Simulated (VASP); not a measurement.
# Ca (Fm-3m) in VASP: single point with HSE06

Aim: the single point of Ca with HSE06.

Everything below comes from runs of VASP 6.6.1. Logs are shortened: lines on timing, memory, paths and dates and some standing lists are left out, and cuts for length are marked.

### Step 1. The cell of the first run

The structure is cubic, space group Fm-3m (No. 225). Conventional cell: a = 5.525 Å, b = 5.525 Å, c = 5.525 Å, α = 90.00°, β = 90.00°, γ = 90.00°. Ca (site symmetry m-3m) has 12 Ca at 3.91 Å within 5.1 Å.

### Step 2. Single point, HSE06

File POSCAR:

```
Ca
1.0
    0.0000000000      2.7626491123      2.7626491123
    2.7626491123      0.0000000000      2.7626491123
    2.7626491123      2.7626491123      0.0000000000
Ca
1
Direct
    0.0000000000      0.0000000000      0.0000000000
```

File INCAR.step1:

```
SYSTEM = Ca
PREC = Accurate
ENCUT = 520
EDIFF = 1E-5
ISMEAR = -1
SIGMA = 0.05
LREAL = .FALSE.
LASPH = .TRUE.
NELM = 80
ALGO = Normal
ISIF = 2
LWAVE = .TRUE.
LCHARG = .FALSE.
NBANDS = 11
GGA = PE
```

File INCAR.step2:

```
SYSTEM = Ca
PREC = Accurate
ENCUT = 520
EDIFF = 1E-7
ISMEAR = -1
SIGMA = 0.05
LREAL = .FALSE.
LASPH = .TRUE.
NELM = 80
ALGO = Normal
ISIF = 2
LWAVE = .FALSE.
LCHARG = .FALSE.
GGA = PE
LHFCALC = .TRUE.
HFSCREEN = 0.2079
PRECFOCK = Normal
NBANDS = 11
ISTART = 1
```

File KPOINTS:

```
Automatic mesh
0
G
  7 7 7
  0 0 0
```

Potentials or basis: VASP PAW PBE potentials, release 64 (Ca_sv).

Run with:

```sh
$ cat potpaw_PBE.64/Ca_sv/POTCAR > POTCAR
$ cp INCAR.step1 INCAR
$ mpirun -np 1 vasp_std > vasp.out
$ cp INCAR.step2 INCAR
$ mpirun -np 1 vasp_std > vasp.out
```

OUTCAR:

```text
SYSTEM = Ca
   PREC = Accurate
   ENCUT = 520
   EDIFF = 1E-7
   ISMEAR = -1
   LREAL = .FALSE.
   LASPH = .TRUE.
   NELM = 80
   ISIF = 2
   GGA = PE
   LHFCALC = .TRUE.
   HFSCREEN = 0.2079
   PRECFOCK = Normal
   ISTART = 1

 ion  position               nearest neighbor table
   1  0.000  0.000  0.000-

  LATTYP: Found a face centered cubic cell.
 ALAT       =     5.5252982246

  Lattice vectors:

 A1 = (   0.0000000000,   2.7626491123,   2.7626491123)
 A2 = (   2.7626491123,   0.0000000000,   2.7626491123)
 A3 = (   2.7626491123,   2.7626491123,   0.0000000000)

Analysis of symmetry for initial positions (statically):
=====================================================================
 Subroutine PRICEL returns:
 Original cell was already a primitive cell.

 Routine SETGRP: Setting up the symmetry group for a
 face centered cubic supercell.

 Subroutine GETGRP returns: Found 48 space group operations
 (whereof 48 operations were pure point group operations)
 out of a pool of 48 trial point group operations.

The static configuration has the point symmetry O_h .

Analysis of symmetry for dynamics (positions and initial velocities):
=====================================================================
 Subroutine PRICEL returns:
 Original cell was already a primitive cell.

 Routine SETGRP: Setting up the symmetry group for a
 face centered cubic supercell.

 Subroutine GETGRP returns: Found 48 space group operations
 (whereof 48 operations were pure point group operations)
 out of a pool of 48 trial point group operations.

The dynamic configuration has the point symmetry O_h .

 Subroutine INISYM returns: Found 48 space group operations
 (whereof 48 operations are pure point group operations),
 and found     1 'primitive' translations

----------------------------------------------------------------------------------------

                                     Primitive cell

  volume of cell :      42.1703

  direct lattice vectors                    reciprocal lattice vectors
     0.000000000  2.762649112  2.762649112    -0.180985706  0.180985706  0.180985706
     2.762649112  0.000000000  2.762649112     0.180985706 -0.180985706  0.180985706
     2.762649112  2.762649112  0.000000000     0.180985706  0.180985706 -0.180985706

  length of vectors
     3.906975843  3.906975843  3.906975843     0.313476438  0.313476438  0.313476438

  position of ions in fractional coordinates (direct lattice)
     0.000000000  0.000000000  0.000000000

  ion indices of the primitive-cell ions
   primitive index   ion index
                 1           1

----------------------------------------------------------------------------------------

 KPOINTS: Automatic mesh

Automatic generation of k-mesh.
 Grid dimensions read from file:
 generate k-points for:    7    7    7

 Generating k-lattice:

  Cartesian coordinates                     Fractional coordinates (reciprocal lattice)
    -0.025855101  0.025855101  0.025855101     0.142857143  0.000000000  0.000000000
     0.025855101 -0.025855101  0.025855101     0.000000000  0.142857143  0.000000000
     0.025855101  0.025855101 -0.025855101     0.000000000  0.000000000  0.142857143

  Length of vectors
     0.044782348  0.044782348  0.044782348

  Shift w.r.t. Gamma in fractional coordinates (k-lattice)
     0.000000000  0.000000000  0.000000000

 Subroutine IBZKPT returns following result:
 ===========================================

 Found     20 irreducible k-points:

 Following reciprocal coordinates:
            Coordinates               Weight
  0.000000  0.000000  0.000000      1.000000
  0.142857  0.000000  0.000000      8.000000
  0.285714  0.000000  0.000000      8.000000
  0.428571  0.000000  0.000000      8.000000
  0.142857  0.142857  0.000000      6.000000
  0.285714  0.142857  0.000000     24.000000
[... 12 lines left out ...]
 -0.428571  0.428571  0.142857     24.000000
 -0.285714  0.428571  0.142857     24.000000
   k-points           NKPTS =     20   k-points in BZ     NKDIM =    343   number of bands    NBANDS=     11
   number of dos      NEDOS =    301   number of ions     NIONS =      1
   total plane-waves  NPLWV =  27000
   dimension x,y,z NGX =    30 NGY =   30 NGZ =   30
   dimension x,y,z NGXF=    60 NGYF=   60 NGZF=   60
   ions per type =               1
   NGX,Y,Z   is equivalent  to a cutoff of  12.77, 12.77, 12.77 a.u.
   NGXF,Y,Z  is equivalent  to a cutoff of  25.53, 25.53, 25.53 a.u.
 SYSTEM =  Ca
   PREC   = accura    normal or accurate (medium, high low for compatibility)
   ISTART =      1    job   : 0-new  1-cont  2-samecut
   ICHARG =      0    charge: 1-file 2-atom 10-const
   ISPIN  =      1    spin polarized calculation?
   LNONCOLLINEAR =      F non collinear calculations
   LSORBIT =      F    spin-orbit coupling
   LASPH  =      T    aspherical Exc in radial PAW
   ENCUT  =  520.0 eV  38.22 Ry    6.18 a.u.   7.26  7.26  7.26*2*pi/ulx,y,z
   NELM   =     80;   NELMIN=  2; NELMDL=  0     # of ELM steps
   EDIFF  = 0.1E-06   stopping-criterion for ELM
   LREAL  =      F    real-space projection
   EDIFFG = 0.1E-05   stopping-criterion for IOM
   NSW    =      0    number of steps for IOM
   IBRION =     -1    ionic relax: 0-MD 1-quasi-New 2-CG
   NFREE  =      0    steps in history (QN), initial steepest desc. (CG)
   ISIF   =      2    stress and relaxation
   ISYM   =      3    0-nonsym 1-usesym 2-fastsym
   POTIM  = 0.5000    time-step for ionic-motion
   TEBEG  =    0.0;   TEEND  =   0.0 temperature during run
   PSTRESS=    0.0 pullay stress
   NELECT =      10.0000    total number of electrons
   NUPDOWN=      -1.0000    fix difference up-down
   EMIN   =  10.00;   EMAX   =-10.00  energy-range for DOS
   EFERMI =   0.00;   METHOD = LEGACY
   ISMEAR =    -1;   SIGMA  =   0.05  broadening in eV -4-tet -1-fermi 0-gaus
   EFERMI_NEDOS =   21; number of points for ismear=-14 and -15
   IALGO  =     38    algorithm
   IMIX   =      1    mixing-type and parameters
     AMIX     =   0.40;   BMIX     =  1.00
     AMIX_MAG =   1.60;   BMIX_MAG =  1.00
  volume/ion in A,a.u.               =      42.17       284.58
  Fermi-wavevector in a.u.,A,eV,Ry     =   1.013302  1.914864 13.970216  1.026782
  Thomas-Fermi vector in A             =   2.146463
   LORBIT       =      0    0 simple, 1 ext, 2 COOP (PROOUT), +10 PAW based schemes
   GGA     = PE    functional components
   LHFCALC =     T    Hartree Fock is set to
   PRECFOCK=normal    Normal, Fast or Accurate (Low or Medium for compatibility)
   ENCUT4O =  -1.0   cutoff for four orbital integrals eV
   NKREDX  =     1    reduce k-point grid by
   NKREDY  =     1    reduce k-point grid by
   NKREDZ  =     1    reduce k-point grid by
   AEXX    =    0.2500 exact exchange contribution
   HFSCREEN=    0.2079 screening length (either q_TF or 0.3 A-1)
   HFSCREENC=   0.2079 screening length for correlation (either q_TF or 0.3 A-1)
   ENCUTFOCK=  -1.0 apply spherical cutoff to Coloumb kernel
   IVDW    =     0    specifies the selected vdW correction
   LEPSILON=     F    determine dielectric tensor
   LRPA    =     F    only Hartree local field effects (RPA)
 non-spin polarized calculation
  energy-cutoff  :      520.00
  volume of cell :       42.17
 maximum number of plane-waves:      1154
 NGX is ok and might be reduce to    30
  NGX = 24; NGY = 24; NGZ = 24

 number of electron      10.0000001 magnetization

 Free energy of the ion-electron system (eV)
  ---------------------------------------------------
  ext. energy  EPLUGINS =         0.00000000
  ---------------------------------------------------
  free energy    TOTEN  =        -1.84129724 eV

  energy without entropy =       -1.83791907  energy(sigma->0) =       -1.83960815

 E-fermi :   2.0691     XC(G=0):  -6.5169

 val. band max:        1.8941753040   @ k =  -0.4286   0.1429   0.0000
 cond. band min:       2.2220317382   @ k =  -0.2857   0.4286   0.1429
 fundamental gap:      0.3278564342
 Fermi energy:         2.0690762230

 k-point     1 :       0.0000    0.0000    0.0000
  band No.  band energies     occupation
      1     -43.6614      2.00000
      2     -23.0808      2.00000
      3     -23.0808      2.00000
      4     -23.0808      2.00000
      5      -2.8369      2.00000
      6       5.2522      0.00000
      7       5.2522      0.00000
      8       5.2522      0.00000
      9       6.4829      0.00000
     10       6.4829      0.00000
     11      11.6742      0.00000

 k-point     2 :       0.1429    0.0000    0.0000
  band No.  band energies     occupation
      1     -43.6587      2.00000
      2     -23.1093      2.00000
      3     -23.0844      2.00000
      4     -23.0844      2.00000
      5      -2.4326      2.00000
      6       4.7921      0.00000
      7       5.3702      0.00000
      8       5.3702      0.00000
      9       6.3738      0.00000
     10       6.3738      0.00000
     11      11.8265      0.00000

 k-point     3 :       0.2857    0.0000    0.0000
  band No.  band energies     occupation
      1     -43.6527      2.00000
      2     -23.1721      2.00000
      3     -23.0928      2.00000
      4     -23.0928      2.00000
      5      -1.2875      2.00000
      6       3.7280      0.00000
      7       5.3351      0.00000
      8       5.3351      0.00000
      9       6.5929      0.00000
     10       6.5929      0.00000
     11       9.7347      0.00000

 k-point     4 :       0.4286    0.0000    0.0000
  band No.  band energies     occupation
      1     -43.6479      2.00000
      2     -23.2212      2.00000
      3     -23.0994      2.00000
      4     -23.0994      2.00000
      5       0.3637      2.00000
      6       2.2679      0.03685
      7       5.1186      0.00000
      8       5.1186      0.00000
      9       7.1669      0.00000
     10       7.1669      0.00000
     11       8.4257      0.00000

 k-point     5 :       0.1429    0.1429    0.0000
  band No.  band energies     occupation
      1     -43.6578      2.00000
      2     -23.1088      2.00000
      3     -23.0906      2.00000
      4     -23.0906      2.00000
      5      -2.3001      2.00000
      6       4.7273      0.00000
      7       5.4360      0.00000
      8       5.4360      0.00000
      9       5.9225      0.00000
     10       6.6180      0.00000
     11      12.3915      0.00000
[... 155 lines left out ...]
 k-point    17 :       0.4286    0.2857    0.1429
  band No.  band energies     occupation
      1     -43.6485      2.00000
      2     -23.1805      2.00000
      3     -23.1259      2.00000
      4     -23.1049      2.00000
      5      -0.3464      2.00000
      6       3.6201      0.00000
      7       4.3496      0.00000
      8       5.8095      0.00000
      9       6.2190      0.00000
     10       7.2941      0.00000
     11       9.6039      0.00000

 k-point    18 :      -0.4286    0.2857    0.1429
  band No.  band energies     occupation
      1     -43.6450      2.00000
      2     -23.1987      2.00000
      3     -23.1436      2.00000
      4     -23.1142      2.00000
      5       1.1728      2.00000
      6       2.6985      0.00001
      7       3.9367      0.00000
      8       5.6021      0.00000
      9       6.8751      0.00000
     10       7.5627      0.00000
     11       8.2044      0.00000

 k-point    19 :      -0.4286    0.4286    0.1429
  band No.  band energies     occupation
      1     -43.6435      2.00000
      2     -23.1989      2.00000
      3     -23.1457      2.00000
      4     -23.1299      2.00000
      5       1.5095      1.99997
      6       3.1747      0.00000
      7       3.3182      0.00000
      8       5.9866      0.00000
      9       7.1443      0.00000
     10       7.6412      0.00000
     11       8.3295      0.00000

 k-point    20 :      -0.2857    0.4286    0.1429
  band No.  band energies     occupation
      1     -43.6431      2.00000
      2     -23.1802      2.00000
      3     -23.1723      2.00000
      4     -23.1276      2.00000
      5       2.2220      0.08965
      6       2.9430      0.00000
      7       3.0439      0.00000
      8       5.4884      0.00000
      9       7.2430      0.00000
     10       7.4899      0.00000
     11       8.3365      0.00000

------------------------ aborting loop because EDIFF is reached ----------------------------------------

  FORCE on cell =-STRESS in cart. coord.  units (eV):
  Direction    XX          YY          ZZ          XY          YZ          ZX
  --------------------------------------------------------------------------------------
  -------------------------------------------------------------------------------------
  Total        0.1898344      0.1898344      0.1898344     -0.0000000      0.0000000     -0.0000000
  in kB        7.2123768      7.2123768      7.2123768     -0.0000000      0.0000000     -0.0000000
  external PRESSURE =       7.2123768 kB  Pullay stress =       0.0000000 kB

 VOLUME and BASIS-vectors are now :
 -----------------------------------------------------------------------------
  energy-cutoff  :      520.00
  volume of cell :       42.17
      direct lattice vectors                 reciprocal lattice vectors
     0.000000000  2.762649112  2.762649112    -0.180985706  0.180985706  0.180985706
     2.762649112  0.000000000  2.762649112     0.180985706 -0.180985706  0.180985706
     2.762649112  2.762649112  0.000000000     0.180985706  0.180985706 -0.180985706

 POSITION                                       TOTAL-FORCE (eV/Angst)
 -----------------------------------------------------------------------------------
      0.00000      0.00000      0.00000         0.000000      0.000000      0.000000
 -----------------------------------------------------------------------------------
    total drift:                                0.000000      0.000000     -0.000000

  FREE ENERGIE OF THE ION-ELECTRON SYSTEM (eV)
  ---------------------------------------------------
  free  energy   TOTEN  =        -1.8412972425 eV

  energy  without entropy=       -1.8379190650  energy(sigma->0) =       -1.83960815
```

Run time: 62 min. Hardware: 1 thread of Intel Xeon 8259CL, shared host; peak memory 0.3 GiB.

Results:

```yaml
Free_energy: -1.8413 eV
Pressure: 0.7 GPa
Band_gap_on_the_k_mesh: zero (bands 5 and 6 overlap by 0.33 eV)
```

Levels at points of the mesh, in eV from the Fermi level:
```csv
k point,band 3,band 4,band 5,band 6,band 7,band 8
"(0.00, 0.00, 0.00)",-25.15,-25.15,-4.91,3.18,3.18,3.18
```

Caveat: the PAW data sets were made with another functional, which shifts forces and pressure a little.

The gap in the log of VASP goes by the Fermi energy; the results here count the filled bands.